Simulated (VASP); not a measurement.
# Rb (P6_3/mmc) in VASP: further runs

Runs on Rb. Level: PBE. Tasks: single point, relaxation of cell and atoms.

All numbers are computed with VASP 6.6.1; they aren't measurements. Logs are shortened: lines on timing, memory, paths and dates and some standing lists are left out, and cuts for length are marked.

### Step 1. The cell of the first run

Symmetry: P6_3/mmc, No. 194, hexagonal system. Conventional cell: a = 4.863 Å, b = 4.863 Å, c = 15.805 Å, α = 90.00°, β = 90.00°, γ = 120.00°.

This isn't the form of Rb at room conditions, which is bcc.

### Step 2. Single point, PBE

The input, INCAR:

```
SYSTEM = Rb
PREC     = Accurate       ! precision mode
ENCUT    = 520            ! plane-wave cutoff, eV
EDIFF    = 1E-6           ! SCF threshold, eV
ISMEAR   = -1             ! smearing method
SIGMA    = 0.08           ! smearing width, eV
LREAL    = .False.        ! projectors in reciprocal space
LASPH    = .True.         ! aspherical terms in the spheres
NELM     = 80             ! most SCF steps
ALGO     = Normal         ! electronic algorithm
ISIF     = 2              ! what is computed and relaxed
LWAVE    = .False.        ! write WAVECAR
LCHARG   = .False.        ! write CHGCAR
GGA      = PE             ! functional
NBANDS   = 26             ! bands
```

The input, KPOINTS:

```
regular mesh
0
Gamma
  8 8 2
  0 0 0
```

The input, POSCAR:

```
Rb
1.0
    4.8629616458      0.0000000000      0.0000000000
   -2.4314808229      4.2114483229      0.0000000000
    0.0000000000      0.0000000000     15.8046253488
Rb
4
Direct
    0.0000000000      0.0000000000      0.0000000000
    0.0000000000      0.0000000000      0.5000000000
    0.3333333333      0.6666666667      0.2500000000
    0.6666666667      0.3333333333      0.7500000000
```

Potentials or basis: VASP PAW PBE potentials, release 64 (Rb_sv).

Run with:

```
> cat potpaw_PBE.64/Rb_sv/POTCAR > POTCAR
> mpirun -np 1 vasp_std > vasp.out
```

OUTCAR:

```text
SYSTEM = Rb
   PREC = Accurate
   ENCUT = 520
   EDIFF = 1E-6
   ISMEAR = -1
   LREAL = .False.
   LASPH = .True.
   NELM = 80
   ISIF = 2
   GGA = PE

 ion  position               nearest neighbor table
   1  0.000  0.000  0.000-   3 4.85   4 4.85   4 4.85   3 4.85   4 4.85   3 4.85
   2  0.000  0.000  0.500-   3 4.85   4 4.85   4 4.85   3 4.85   4 4.85   3 4.85
   3  0.333  0.667  0.250-   1 4.85   2 4.85   1 4.85   2 4.85   1 4.85   2 4.85
   4  0.667  0.333  0.750-   1 4.85   2 4.85   1 4.85   2 4.85   1 4.85   2 4.85

  LATTYP: Found a hexagonal cell.
 ALAT       =     4.8629616458
 C/A-ratio  =     3.2500000000

  Lattice vectors:

 A1 = (   4.8629616458,   0.0000000000,   0.0000000000)
 A2 = (  -2.4314808229,   4.2114483229,   0.0000000000)
 A3 = (   0.0000000000,   0.0000000000,  15.8046253488)

Analysis of symmetry for initial positions (statically):
=====================================================================
 Subroutine PRICEL returns:
 Original cell was already a primitive cell.

 Routine SETGRP: Setting up the symmetry group for a
 hexagonal supercell.

 Subroutine GETGRP returns: Found 24 space group operations
 (whereof 12 operations were pure point group operations)
 out of a pool of 24 trial point group operations.

The static configuration has the point symmetry D_3d.
 The point group associated with its full space group is D_6h.

Analysis of symmetry for dynamics (positions and initial velocities):
=====================================================================
 Subroutine PRICEL returns:
 Original cell was already a primitive cell.

 Routine SETGRP: Setting up the symmetry group for a
 hexagonal supercell.

 Subroutine GETGRP returns: Found 24 space group operations
 (whereof 12 operations were pure point group operations)
 out of a pool of 24 trial point group operations.

The dynamic configuration has the point symmetry D_3d.
 The point group associated with its full space group is D_6h.

 Subroutine INISYM returns: Found 24 space group operations
 (whereof 12 operations are pure point group operations),
 and found     1 'primitive' translations

----------------------------------------------------------------------------------------

                                     Primitive cell

  volume of cell :     323.6805

  direct lattice vectors                    reciprocal lattice vectors
[... 78 lines left out ...]
   ISTART =      0    job   : 0-new  1-cont  2-samecut
   ICHARG =      2    charge: 1-file 2-atom 10-const
   ISPIN  =      1    spin polarized calculation?
   LNONCOLLINEAR =      F non collinear calculations
   LSORBIT =      F    spin-orbit coupling
   LASPH  =      T    aspherical Exc in radial PAW
   ENCUT  =  520.0 eV  38.22 Ry    6.18 a.u.   9.04  9.04 29.39*2*pi/ulx,y,z
   NELM   =     80;   NELMIN=  2; NELMDL= -5     # of ELM steps
   EDIFF  = 0.1E-05   stopping-criterion for ELM
   LREAL  =      F    real-space projection
[... 7 lines left out ...]
   TEBEG  =    0.0;   TEEND  =   0.0 temperature during run
   PSTRESS=    0.0 pullay stress
   NELECT =      36.0000    total number of electrons
   NUPDOWN=      -1.0000    fix difference up-down
   EMIN   =  10.00;   EMAX   =-10.00  energy-range for DOS
   EFERMI =   0.00;   METHOD = LEGACY
   ISMEAR =    -1;   SIGMA  =   0.08  broadening in eV -4-tet -1-fermi 0-gaus
   EFERMI_NEDOS =   21; number of points for ismear=-14 and -15
   IALGO  =     38    algorithm
   IMIX   =      4    mixing-type and parameters
     AMIX     =   0.40;   BMIX     =  1.00
     AMIX_MAG =   1.60;   BMIX_MAG =  1.00
  volume/ion in A,a.u.               =      80.92       546.08
  Fermi-wavevector in a.u.,A,eV,Ry     =   0.787294  1.487770  8.433320  0.619832
  Thomas-Fermi vector in A             =   1.892005
   LORBIT       =      0    0 simple, 1 ext, 2 COOP (PROOUT), +10 PAW based schemes
   GGA     = PE    functional components
   LHFCALC =     F    Hartree Fock is set to
   AEXX    =    0.0000 exact exchange contribution
   IVDW    =     0    specifies the selected vdW correction
   LEPSILON=     F    determine dielectric tensor
   LRPA    =     F    only Hartree local field effects (RPA)
 non-spin polarized calculation
  energy-cutoff  :      520.00
  volume of cell :      323.68
 maximum number of plane-waves:      8750
   NGX = 19   NGY = 19   NGZ = 59

 number of electron      36.0000000 magnetization

 Free energy of the ion-electron system (eV)
  ---------------------------------------------------
  ext. energy  EPLUGINS =         0.00000000
  ---------------------------------------------------
  free energy    TOTEN  =        -3.73586754 eV

  energy without entropy =       -3.66162290  energy(sigma->0) =       -3.69874522

 E-fermi :   0.2648     XC(G=0):  -5.7565

 val. band max:        0.2304396027   @ k =   0.3750   0.1250   0.5000
 cond. band min:       0.2690297715   @ k =   0.2500   0.0000   0.5000
 fundamental gap:      0.0385901688
 Fermi energy:         0.2648399950

 k-point     1 :       0.0000    0.0000    0.0000
  band No.  band energies     occupation
      1     -28.5516      2.00000
      2     -28.5485      2.00000
      3     -28.5479      2.00000
      4     -28.5447      2.00000
      5     -12.7235      2.00000
      6     -12.6535      2.00000
[... 569 lines left out ...]
     25       2.0119      0.00000
     26       2.0119      0.00000

------------------------ aborting loop because EDIFF is reached ----------------------------------------

  FORCE on cell =-STRESS in cart. coord.  units (eV):
  Direction    XX          YY          ZZ          XY          YZ          ZX
  --------------------------------------------------------------------------------------
  -------------------------------------------------------------------------------------
  Total        0.8698284      0.8698284      0.8693261      0.0000000      0.0000000     -0.0000000
  in kB        4.3055399      4.3055399      4.3030539      0.0000000      0.0000000     -0.0000000
  external PRESSURE =       4.3047113 kB  Pullay stress =       0.0000000 kB

 VOLUME and BASIS-vectors are now :
 -----------------------------------------------------------------------------
  energy-cutoff  :      520.00
  volume of cell :      323.68
      direct lattice vectors                 reciprocal lattice vectors
     4.862961646  0.000000000  0.000000000     0.205636004  0.118724002  0.000000000
    -2.431480823  4.211448323  0.000000000     0.000000000  0.237448004  0.000000000
     0.000000000  0.000000000 15.804625349     0.000000000  0.000000000  0.063272617

 POSITION                                       TOTAL-FORCE (eV/Angst)
 -----------------------------------------------------------------------------------
      0.00000      0.00000      0.00000         0.000000      0.000000     -0.000000
      0.00000      0.00000      7.90231         0.000000      0.000000     -0.000000
     -0.00000      2.80763      3.95116        -0.000000      0.000000      0.000000
      2.43148      1.40382     11.85347         0.000000     -0.000000     -0.000000
 -----------------------------------------------------------------------------------
    total drift:                               -0.000000      0.000000      0.000000

  FREE ENERGIE OF THE ION-ELECTRON SYSTEM (eV)
  ---------------------------------------------------
  free  energy   TOTEN  =        -3.7358675428 eV

  energy  without entropy=       -3.6616229014  energy(sigma->0) =       -3.69874522
```

OSZICAR:

```text
N       E                     dE             d eps       ncg     rms          rms(c)
DAV:   1     0.262821986518E+03    0.26282E+03   -0.13671E+04  1040   0.108E+03
DAV:   2     0.253243122433E+02   -0.23750E+03   -0.23250E+03  1444   0.225E+02
DAV:   3    -0.287739208198E+01   -0.28202E+02   -0.28070E+02  1600   0.718E+01
DAV:   4    -0.369555256106E+01   -0.81816E+00   -0.81466E+00  1342   0.136E+01
DAV:   5    -0.373298456019E+01   -0.37432E-01   -0.37426E-01  1578   0.243E+00    0.288E+00
DAV:   6    -0.373309207983E+01   -0.10752E-03   -0.13330E-02  1344   0.554E-01    0.176E+00
DAV:   7    -0.373548186827E+01   -0.23898E-02   -0.13589E-02  1214   0.530E-01    0.105E-01
DAV:   8    -0.373581294727E+01   -0.33108E-03   -0.91807E-04  1306   0.152E-01    0.327E-02
DAV:   9    -0.373585937615E+01   -0.46429E-04   -0.49771E-05  1408   0.408E-02    0.135E-02
DAV:  10    -0.373586808065E+01   -0.87045E-05   -0.18228E-05  1150   0.211E-02    0.394E-03
DAV:  11    -0.373586754277E+01    0.53788E-06   -0.10886E-06   874   0.580E-03
   1 F= -.37358675E+01 E0= -.36987452E+01  d E =-.742446E-01
```

It took 4.2 min on 1 thread of Oxide Virtual Turin-like, shared host; peak memory 0.41 GiB.

What came out:

```
Free energy            : -3.7359 eV
Pressure               : 0.4 GPa
Band gap on the k mesh : zero (bands 18 and 19 overlap by 1.99 eV)
```

### Step 3. Relaxation of cell and atoms, PBE, target pressure 0.43 GPa, at which the enthalpy is minimised

This run uses another cell than the first one: it holds 2 atoms, not 4.

The input, INCAR:

```
ALGO = Normal
EDIFF = 1E-6
EDIFFG = -0.005
ENCUT = 600
GGA = PE
IBRION = 2
ISIF = 3
ISMEAR = -1
LASPH = True
LCHARG = False
LREAL = False
LWAVE = False
NELM = 80
NSW = 32
PREC = Accurate
PSTRESS = 4.3
SIGMA = 0.08
```

The input, KPOINTS:

```
k-points
0
Gamma
  9 9 5
```

The input, POSCAR:

```
Rb
1.0
    4.8317173237      0.0000000000      0.0000000000
   -2.4158586619      4.1843899463      0.0000000000
    0.0000000000      0.0000000000      7.9821478124
Rb
2
Direct
    0.3333333333      0.6666666667      0.2500000000
    0.6666666667      0.3333333333      0.7500000000
```

Potentials or basis: VASP PAW PBE potentials, release 64 (Rb_sv).

Run with:

```
> cat potpaw_PBE.64/Rb_sv/POTCAR > POTCAR
> mpirun -np 1 vasp_std > vasp.out
```

Wall time 2.3 min (1 thread of Oxide Virtual Turin-like, shared host); peak memory 0.3 GiB.

Results (log left out):

- Free energy: -1.8688 eV
- Pressure after relaxing: 0.4 GPa
- Band gap on the k mesh: zero (bands 9 and 10 overlap by 2.08 eV)

Final structure:
```cif
data_structure
_symmetry_space_group_name_H-M 'P 1'
_symmetry_Int_Tables_number 1
_cell_length_a 4.8317
_cell_length_b 4.8317
_cell_length_c 7.9821
_cell_angle_alpha 90.000
_cell_angle_beta 90.000
_cell_angle_gamma 120.000
_cell_volume 161.38
loop_
_atom_site_label
_atom_site_type_symbol
_atom_site_fract_x
_atom_site_fract_y
_atom_site_fract_z
_atom_site_occupancy
Rb1 Rb 0.33333 0.66667 0.25000 1
Rb2 Rb 0.66667 0.33333 0.75000 1
```

Levels at points of the mesh, in eV from the Fermi level:
| k point | band 5 | band 6 | band 7 | band 8 | band 9 | band 10 | band 11 | band 12 | band 13 |
| --- | --- | --- | --- | --- | --- | --- | --- | --- | --- |
| (0.00, 0.00, 0.00) | -12.90 | -12.88 | -12.88 | -12.88 | -2.15 | 0.07 | 0.69 | 3.58 | 3.58 |

Caveat: the cell is relaxed towards a set pressure, so the run minimises the enthalpy, not the energy.

### Step 4. Relaxation of cell and atoms, PBE, target pressure 0.43 GPa, at which the enthalpy is minimised

This run uses another cell than the first one: it holds 2 atoms, not 4.

The input, INCAR:

```
SYSTEM = Rb
ALGO = Normal
EDIFF = 1E-6
EDIFFG = -0.005
ENCUT = 600
GGA = PE
IBRION = 2
ISIF = 3
ISMEAR = -1
LASPH = .True.
LCHARG = .False.
LREAL = .False.
LWAVE = .False.
NELM = 100
NSW = 60
PREC = Accurate
PSTRESS = 4.3
SIGMA = 0.08
```

The input, KPOINTS:

```
k-points
0
Gamma
  9 9 5
  0 0 0
```

The input, POSCAR:

```
Rb
1.0
    4.8679595544      0.0000000000      0.0000000000
   -2.4339797772      4.2157766387      0.0000000000
    0.0000000000      0.0000000000      7.8860944781
Rb
2
Direct
    0.3333333333      0.6666666667      0.2500000000
    0.6666666667      0.3333333333      0.7500000000
```

Run with:

```
> cat potpaw_PBE.64/Rb_sv/POTCAR > POTCAR
> mpirun -np 1 vasp_std > vasp.out
```

Run time: 7.4 min. Hardware: 1 thread of Oxide Virtual Turin-like, shared host; peak memory 0.32 GiB.

Results (log left out):

- Free energy: -1.8681 eV
- Relaxed volume: 80.58 Å³/atom
- Relaxed cell: a = 4.832 Å, b = 4.832 Å, c = 7.969 Å, α = 90.00°, β = 90.00°, γ = 120.00°
- Space group after relaxing (to 0.1 Å): P6_3/mmc (No. 194)
- Energy change on relaxing (the run minimises the enthalpy): +0.6 meV/atom
- Ionic steps: 6
- Pressure after relaxing: 0.4 GPa
- Band gap on the k mesh: zero (bands 9 and 10 overlap by 2.08 eV)

The path:
```
step  energy change (eV)  largest force (eV/Å)  pressure (GPa)  volume (Å³)
   1              0.0000                0.0000            0.42       161.84
   2              0.0001                0.0000            0.43       161.76
   3              0.0005                0.0000            0.42       161.50
   4              0.0018                0.0000            0.45       160.96
   5              0.0013                0.0000            0.45       161.13
   6              0.0013                0.0000            0.44       161.15
```

Final structure:
```yaml
crystal:
  lattice:
    - [4.83239, 0.00000, 0.00000]
    - [-2.41620, 4.18497, 0.00000]
    - [0.00000, 0.00000, 7.96859]
  atoms:
    - { symbol: Rb, position: [0.33333, 0.66667, 0.25000] }
    - { symbol: Rb, position: [0.66667, 0.33333, 0.75000] }
```

Levels at points of the mesh, in eV from the Fermi level:
| k point | band 5 | band 6 | band 7 | band 8 | band 9 | band 10 | band 11 | band 12 | band 13 |
| --- | --- | --- | --- | --- | --- | --- | --- | --- | --- |
| (0.00, 0.00, 0.00) | -12.90 | -12.88 | -12.88 | -12.88 | -2.15 | 0.07 | 0.70 | 3.58 | 3.58 |

Caveat: the cell is relaxed towards a set pressure, so the run minimises the enthalpy, not the energy.

### Step 5. The runs side by side

```csv
task,cell,k mesh,cutoff (eV),gap on the mesh (eV),pressure (GPa)
single point,"a = 4.863, b = 4.863, c = 15.805 Å, angles 90.0, 90.0, 120.0°, 4 atoms, atomic positions A",8 × 8 × 2,520,none,0.4
relaxation of cell and atoms,"relaxed to 0.43 GPa from a = 4.832, b = 4.832, c = 7.982 Å, angles 90.0, 90.0, 120.0°, 2 atoms, atomic positions B",9 × 9 × 5,600,none,0.4
relaxation of cell and atoms,"relaxed to 0.43 GPa from a = 4.868, b = 4.868, c = 7.886 Å, angles 90.0, 90.0, 120.0°, 2 atoms, atomic positions B",9 × 9 × 5,600,none,0.4
```

Alike in all rows: level PBE; potentials or basis VASP PAW PBE potentials, release 64 (Rb_sv); no spin polarisation; smearing fermi-dirac 0.08 eV.

Caveats: the cell is relaxed towards a set pressure, so the run minimises the enthalpy, not the energy (at least some runs).

Total energies depend on the potentials used, so only differences within one code and one set of settings carry meaning.

The gap in the log of VASP goes by the Fermi energy; the results here count the filled bands.